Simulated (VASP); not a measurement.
# GdO (P-6m2) in VASP: notebook, part 2 of 2

VASP 6.6.1. The steps go on from the part before.

## (4) Relaxation of cell and atoms, PBE, collinear spin, ferromagnetic start

Contents of INCAR:

```
SYSTEM = GdO
PREC = Accurate ; ENCUT = 600
EDIFF = 1E-7 ; ISMEAR = 0
SIGMA = 0.1 ; LREAL = .FALSE.
LASPH = .TRUE. ; NELM = 150
ALGO = Normal ; ISIF = 3
LWAVE = .FALSE. ; LCHARG = .FALSE.
ISPIN = 2 ; MAGMOM = 7 0
LORBIT = 11 ; LMAXMIX = 6
GGA = PE ; IBRION = 2
NSW = 90 ; EDIFFG = -0.04
```

Contents of KPOINTS:

```
Automatic mesh
0
G
  6 6 6
  0 0 0
```

Contents of POSCAR:

```
GdO
1.0
    3.2750311500      0.0000000000      0.0000000000
   -1.6375155800      2.8362601800      0.0000000000
    0.0000000000      0.0000000000      3.1883900600
Gd O
1 1
Direct
    0.6666666700      0.3333333300      0.5000000000
    0.0000000000      0.0000000000      0.0000000000
```

Potentials or basis: VASP PAW PBE potentials, release 64 (Gd, O).

Command:

```bash
$ cat potpaw_PBE.64/Gd/POTCAR potpaw_PBE.64/O/POTCAR > POTCAR
$ mpirun -np 1 vasp_std > vasp.out
```

OUTCAR:

```text
SYSTEM = GdO
   PREC = Accurate
   ENCUT = 600
   EDIFF = 1E-7
   ISMEAR = 0
   LREAL = .FALSE.
   LASPH = .TRUE.
   NELM = 150
   ISIF = 3
   ISPIN = 2
   LORBIT = 11
   GGA = PE
   IBRION = 2
   NSW = 90
   EDIFFG = -0.04

 ion  position               nearest neighbor table
   1  0.667  0.333  0.500-   2 2.47   2 2.47   2 2.47   2 2.47   2 2.47   2 2.47
   2  0.000  0.000  0.000-   1 2.47   1 2.47   1 2.47   1 2.47   1 2.47   1 2.47

  LATTYP: Found a hexagonal cell.
 ALAT       =     3.2750311500
 C/A-ratio  =     0.9735449570

  Lattice vectors:

 A1 = (   3.2750311500,   0.0000000000,   0.0000000000)
 A2 = (  -1.6375155800,   2.8362601800,   0.0000000000)
 A3 = (   0.0000000000,   0.0000000000,   3.1883900600)

Analysis of symmetry for initial positions (statically):
=====================================================================
 Subroutine PRICEL returns:
 Original cell was already a primitive cell.

 Routine SETGRP: Setting up the symmetry group for a
 hexagonal supercell.

 Subroutine GETGRP returns: Found 12 space group operations
 (whereof 12 operations were pure point group operations)
 out of a pool of 24 trial point group operations.

The static configuration has the point symmetry D_3h.

Analysis of symmetry for dynamics (positions and initial velocities):
=====================================================================
 Subroutine PRICEL returns:
 Original cell was already a primitive cell.

 Routine SETGRP: Setting up the symmetry group for a
 hexagonal supercell.

 Subroutine GETGRP returns: Found 12 space group operations
 (whereof 12 operations were pure point group operations)
 out of a pool of 24 trial point group operations.

The dynamic configuration has the point symmetry D_3h.

Analysis of structural, dynamic, and magnetic symmetry:
=====================================================================
 Subroutine PRICEL returns:
 Original cell was already a primitive cell.

 Routine SETGRP: Setting up the symmetry group for a
 hexagonal supercell.

 Subroutine GETGRP returns: Found 12 space group operations
 (whereof 12 operations were pure point group operations)
 out of a pool of 24 trial point group operations.

The overall configuration has the point symmetry D_3h.

 Subroutine INISYM returns: Found 12 space group operations
 (whereof 12 operations are pure point group operations),
 and found     1 'primitive' translations

----------------------------------------------------------------------------------------

                                     Primitive cell

  volume of cell :      29.6164

  direct lattice vectors                    reciprocal lattice vectors
     3.275031150  0.000000000  0.000000000     0.305340607  0.176288482  0.000000000
    -1.637515580  2.836260180  0.000000000     0.000000000  0.352576963  0.000000000
     0.000000000  0.000000000  3.188390060     0.000000000  0.000000000  0.313637912
[... 65 lines left out ...]
 [... further k-points ...]
   k-points           NKPTS =     28   k-points in BZ     NKDIM =     28   number of bands    NBANDS=     20
   number of dos      NEDOS =    301   number of ions     NIONS =      2
   total plane-waves  NPLWV =  21952
   dimension x,y,z NGX =    28 NGY =   28 NGZ =   28
   dimension x,y,z NGXF=    56 NGYF=   56 NGZF=   56
   ions per type =               1   1
   NGX,Y,Z   is equivalent  to a cutoff of  14.21, 14.21, 14.60 a.u.
   NGXF,Y,Z  is equivalent  to a cutoff of  28.43, 28.43, 29.20 a.u.
 SYSTEM =  GdO
   PREC   = accura    normal or accurate (medium, high low for compatibility)
   ISTART =      0    job   : 0-new  1-cont  2-samecut
   ICHARG =      2    charge: 1-file 2-atom 10-const
   ISPIN  =      2    spin polarized calculation?
   LNONCOLLINEAR =      F non collinear calculations
   LSORBIT =      F    spin-orbit coupling
   LASPH  =      T    aspherical Exc in radial PAW
   ENCUT  =  600.0 eV  44.10 Ry    6.64 a.u.   6.54  6.54  6.37*2*pi/ulx,y,z
   NELM   =    150;   NELMIN=  2; NELMDL= -5     # of ELM steps
   EDIFF  = 0.1E-06   stopping-criterion for ELM
   LREAL  =      F    real-space projection
   EDIFFG = -.4E-01   stopping-criterion for IOM
   NSW    =     90    number of steps for IOM
   IBRION =      2    ionic relax: 0-MD 1-quasi-New 2-CG
   NFREE  =      1    steps in history (QN), initial steepest desc. (CG)
   ISIF   =      3    stress and relaxation
   ISYM   =      2    0-nonsym 1-usesym 2-fastsym
   POTIM  = 0.5000    time-step for ionic-motion
   TEBEG  =    0.0;   TEEND  =   0.0 temperature during run
   PSTRESS=    0.0 pullay stress
   NELECT =      24.0000    total number of electrons
   NUPDOWN=      -1.0000    fix difference up-down
   EMIN   =  10.00;   EMAX   =-10.00  energy-range for DOS
   EFERMI =   0.00;   METHOD = LEGACY
   ISMEAR =     0;   SIGMA  =   0.10  broadening in eV -4-tet -1-fermi 0-gaus
   EFERMI_NEDOS =   21; number of points for ismear=-14 and -15
   IALGO  =     38    algorithm
   IMIX   =      4    mixing-type and parameters
     AMIX     =   0.40;   BMIX     =  1.00
     AMIX_MAG =   1.60;   BMIX_MAG =  1.00
  volume/ion in A,a.u.               =      14.81        99.93
  Fermi-wavevector in a.u.,A,eV,Ry     =   1.526280  2.884251 31.695196  2.329531
  Thomas-Fermi vector in A             =   2.634335
   LORBIT       =     11    0 simple, 1 ext, 2 COOP (PROOUT), +10 PAW based schemes
   GGA     = PE    functional components
   LHFCALC =     F    Hartree Fock is set to
   AEXX    =    0.0000 exact exchange contribution
   IVDW    =     0    specifies the selected vdW correction
   LEPSILON=     F    determine dielectric tensor
   LRPA    =     F    only Hartree local field effects (RPA)
 conjugate gradient relaxation of ions
 spin polarized calculation
 Gauss-broadening in eV      SIGMA  =   0.10
  energy-cutoff  :      600.00
  volume of cell :       29.62
 maximum number of plane-waves:      1009
 NGX is ok and might be reduce to    28
   NGX = 13   NGY = 13   NGZ = 13

--------------------------------------- Ionic step        1  -------------------------------------------

 number of electron      24.0000003 magnetization       7.5270283

 Free energy of the ion-electron system (eV)
  ---------------------------------------------------
  ext. energy  EPLUGINS =         0.00000000
  ---------------------------------------------------
  free energy    TOTEN  =       -21.70833374 eV

  energy without entropy =      -21.69922893  energy(sigma->0) =      -21.70378133

------------------------ aborting loop because EDIFF is reached ----------------------------------------

  FORCE on cell =-STRESS in cart. coord.  units (eV):
  Direction    XX          YY          ZZ          XY          YZ          ZX
  --------------------------------------------------------------------------------------
  -------------------------------------------------------------------------------------
  Total        1.0027980      1.0027980      0.4607452     -0.0000000     -0.0000000      0.0000000
  in kB       54.2489170     54.2489172     24.9251897     -0.0000001     -0.0000000      0.0000000
  external PRESSURE =      44.4743413 kB  Pullay stress =       0.0000000 kB
[... 95 lines left out ...]
--------------------------------------- Ionic step        4  -------------------------------------------

 number of electron      24.0000000 magnetization       7.5671087

 Free energy of the ion-electron system (eV)
  ---------------------------------------------------
  ext. energy  EPLUGINS =         0.00000000
  ---------------------------------------------------
  free energy    TOTEN  =       -21.72610554 eV

  energy without entropy =      -21.71541460  energy(sigma->0) =      -21.72076007

 E-fermi :   5.6188     XC(G=0): -11.5154

 val. band max:        5.6109640336   @ k =   0.5000   0.0000   0.1667
 cond. band min:       5.6375647938   @ k =   0.1667   0.0000   0.0000
 fundamental gap:      0.0266007602
 Fermi energy:         5.6188235963

 spin component 1

 k-point     1 :       0.0000    0.0000    0.0000
  band No.  band energies     occupation
      1     -39.9524      1.00000
      2     -16.9504      1.00000
      3     -16.8761      1.00000
      4     -16.8761      1.00000
      5     -14.0149      1.00000
      6       0.3666      1.00000
[... 541 lines left out ...]
     19      10.6296      0.00000
     20      10.6854      0.00000

 [... further k-points ...]

 spin component 2

 k-point     1 :       0.0000    0.0000    0.0000
  band No.  band energies     occupation
      1     -36.7403      1.00000
      2     -14.5852      1.00000
      3     -14.4446      1.00000
      4     -14.4446      1.00000
      5     -13.9677      1.00000
      6       0.9244      1.00000
[... 572 lines left out ...]
  FREE ENERGIE OF THE ION-ELECTRON SYSTEM (eV)
  ---------------------------------------------------
  free  energy   TOTEN  =       -21.7261055353 eV

  energy  without entropy=      -21.7154145982  energy(sigma->0) =      -21.72076007

 reached required accuracy - stopping structural energy minimisation

 total charge

# of ion       s       p       d       f       tot
--------------------------------------------------
    1        2.028   5.612   0.622   7.040  15.301
    2        1.552   3.414   0.000   0.000   4.966
--------------------------------------------------
tot          3.580   9.025   0.622   7.040  20.267

 magnetization (x)

# of ion       s       p       d       f       tot
--------------------------------------------------
    1        0.006  -0.064   0.275   6.775   6.992
    2       -0.000  -0.021   0.000   0.000  -0.021
--------------------------------------------------
tot          0.006  -0.086   0.275   6.775   6.971
```

OSZICAR:

```text
N       E                     dE             d eps       ncg     rms          rms(c)
DAV:   1     0.140910482089E+03    0.14091E+03   -0.91002E+03  2924   0.657E+03
DAV:   2     0.334460380887E+01   -0.13757E+03   -0.12160E+03  2904   0.435E+02
[... 76 lines left out ...]
DAV:   6    -0.217261000236E+02    0.51803E-05   -0.16232E-04  3864   0.581E-01    0.235E-01
DAV:   7    -0.217261038978E+02   -0.38743E-05   -0.17429E-05  3856   0.507E-02    0.194E-01
DAV:   8    -0.217261048453E+02   -0.94742E-06   -0.79065E-06  3388   0.113E-01    0.951E-02
DAV:   9    -0.217261051298E+02   -0.28450E-06   -0.13152E-05  3560   0.203E-01    0.518E-02
DAV:  10    -0.217261054789E+02   -0.34910E-06   -0.28833E-06  3928   0.418E-02    0.266E-02
DAV:  11    -0.217261055353E+02   -0.56385E-07   -0.53230E-07  2476   0.516E-02
   4 F= -.21726106E+02 E0= -.21720760E+02  d E =-.540279E-03  mag=     7.5672
```

CONTCAR:

```text
GdO
   1.00000000000000
     3.3320133175829847   -0.0000000001007907    0.0000000000000000
    -1.6660066639657747    2.8856081850493802   -0.0000000000000000
     0.0000000000000000   -0.0000000000000000    3.1977241329417159
  Gd              O
     1     1
Direct
     0.6666666699999979    0.3333333300000021    0.5000000000000000
     1.0000000000000000    1.0000000000000000    0.0000000000000000

  0.00000000E+00  0.00000000E+00  0.00000000E+00
  0.00000000E+00  0.00000000E+00  0.00000000E+00
```

Wall time 9.5 min (1 thread of AMD EPYC 7R13, shared host); peak memory 0.18 GiB.

Results:

* Free energy: -21.7261 eV
* Relaxed volume: 15.37 Å³/atom
* Relaxed cell: a = 3.332 Å, b = 3.332 Å, c = 3.198 Å, α = 90.00°, β = 90.00°, γ = 120.00°
* Space group after relaxing (to 0.05 Å): P-6m2 (No. 187)
* Energy gained by relaxing: 8.9 meV/atom
* Ionic steps: 4
* Pressure after relaxing: -0.1 GPa
* Net moment: 7.57 μB per cell
* Site moments: Gd +6.99; O -0.02 μB
* Valence electrons inside the program's atomic spheres: Gd 15.30; O 4.97

Step by step:
```
step  energy change (eV)  largest force (eV/Å)  pressure (GPa)  volume (Å³)
   1              0.0000                0.0000            4.45        29.62
   2             -0.0128                0.0000           -2.32        31.41
   3             -0.0172                0.0000           -0.18        30.79
   4             -0.0178                0.0000           -0.05        30.75
```

Final structure:
```xyz
2
Lattice="3.3320 0.0000 0.0000 -1.6660 2.8856 0.0000 0.0000 0.0000 3.1977" Properties=species:S:1:pos:R:3 pbc="T T T"
Gd    1.6660    0.9619    1.5989
O     1.6660    2.8856    0.0000
```

Caveat: the k points lie up to 0.36 Å⁻¹ apart in the final cell; spin-orbit coupling is left out, which moves the levels of the heavy elements; a cell with one magnetic atom can't hold antiferromagnetic order, which such compounds often take; without U or exact exchange the open f shell lies at the Fermi level, which spoils levels, moments and volumes.

## (5) Summary

| task | cell | cutoff (eV) | gap on the mesh (eV) | pressure (GPa) | moment (μB) |
| --- | --- | --- | --- | --- | --- |
| single point | a = 3.275, b = 3.275, c = 3.188 Å, angles 90.0, 90.0, 120.0°, 2 atoms | 520 | none | 4.5 | 7.52 |
| single point | a = 3.331, b = 3.331, c = 3.192 Å, angles 90.0, 90.0, 120.0°, 2 atoms | 520 | none | 0.6 | 7.56 |
| relaxation of cell and atoms | relaxed from a = 3.275, b = 3.275, c = 3.188 Å, angles 90.0, 90.0, 120.0°, 2 atoms | 600 | none | -0.1 | 7.57 |

Alike in all rows: level PBE; potentials or basis VASP PAW PBE potentials, release 64 (Gd, O); spin collinear, ferromagnetic start; k mesh 6 × 6 × 6; smearing gaussian 0.1 eV.

Caveats: all runs use coarse meshes; spin-orbit coupling is left out, which moves the levels of the heavy elements; a cell with one magnetic atom can't hold antiferromagnetic order, which such compounds often take; without U or exact exchange the open f shell lies at the Fermi level, which spoils levels, moments and volumes.

Absolute energies hang on the potentials; compare differences alone.
